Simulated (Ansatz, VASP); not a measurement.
# One calculation of Mo, two programs

INCAR

```
ALGO = Normal
EDIFF = 1E-6
ENCUT = 520
ISIF = 2
ISMEAR = 0
LASPH = T
LCHARG = F
LREAL = F
LWAVE = F
NBANDS = 13
NELM = 80
PREC = Accurate
SIGMA = 0.15
```

File KPOINTS:

```
k-points
0
Gamma
  18 18 18
```

File POSCAR:

```
Mo
1.0
    2.6671226373      0.0000000000      0.0000000000
   -1.3335613186      2.3097959589      0.0000000000
    0.0000000000      0.0000000000      2.5551807000
Mo
1
Direct
    0.0000000000      0.0000000000      0.5000000000
```

Input for Ansatz:

```yaml
crystal:
  lattice:
    - [2.6671226373, 0.0, 0.0]
    - [-1.3335613186, 2.3097959589, 0.0]
    - [0.0, 0.0, 2.5551807]
  atoms:
    - { symbol: Mo, position: [0.0, 0.0, 0.5] }
basis:
  ecutwfc: 420
kpoints:
  mp_grid: { grid: [18, 18, 18] }
hamiltonian:
  xc: lda
scf:
  occupations: { method: gaussian, width: 0.15 }
output:
  forces: true
  stress: true
  eigenvalues: true
```

Change from the starting cell: strain -0.0250 x Voigt [1, 1, 0, 0, 0, 0], atoms carried along.

Alike in both runs: task single point; functional LDA; k mesh 18 × 18 × 18; occupations gaussian, width 0.15 eV; no spin polarisation.

|  | VASP | Ansatz |
| --- | --- | --- |
| version | VASP 6.6.1 | Ansatz 0.2.0 |
| potentials or method | VASP PAW LDA potentials, release 64 (Mo_sv), cutoff 520 eV | scalar-relativistic, plane waves, PAW |
| valence electrons in the cell | 14 | 14 |

```tsv
	VASP	Ansatz	Ansatz less VASP
gap on the k mesh at the Fermi level (eV)	none	none	-
pressure (GPa)	5.0	3.9	-1.07
traceless stress, the component that is largest in VASP (GPa)	-11.58	-11.65	-0.069
```

LDA's correlation is that of Perdew and Zunger in VASP and of Perdew and Wang (1992) in Ansatz. A gap of «none» marks a metal or a gap that the smearing closes.
